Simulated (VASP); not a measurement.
Runs of VASP 6.6.1 on Hg. It takes space group P6_3/mmc (No. 194, hexagonal). Conventional cell: a = 3.462 Å, b = 3.462 Å, c = 5.488 Å, α = 90.00°, β = 90.00°, γ = 120.00°. Within 4.5 Å of Hg (site symmetry -6m2) lie 12 Hg at 3.39 to 3.46 Å. 

| k mesh | gap on the mesh (eV) | pressure (GPa) |
| --- | --- | --- |
| 5 × 5 × 3 | none | -2.4 |
| 6 × 6 × 4 | none | -2.1 |
| 7 × 7 × 4 | none | -2.2 |
| 9 × 9 × 5 | none | (b) |
| 3 × 3 × 2 | none | (a) |

Alike in all rows: task single point; level PBEsol; potentials or basis VASP PAW PBE potentials, release 64 (Hg); no spin polarisation; cell as given; cutoff (eV) 520; smearing methfessel-paxton 0.1 eV.

Task: Estimate the missing entries.

Result: (a) -1.9; (b) -2.3.

Caveats: some runs use coarse meshes; the PAW data sets were made with another functional, which shifts forces and pressure a little; spin-orbit coupling is left out, which moves the levels of the heavy elements.

A k mesh can miss the band edges, and the runs leave out spin-orbit coupling on Hg.

A gap of «none» marks levels without a gap at the run's occupations.
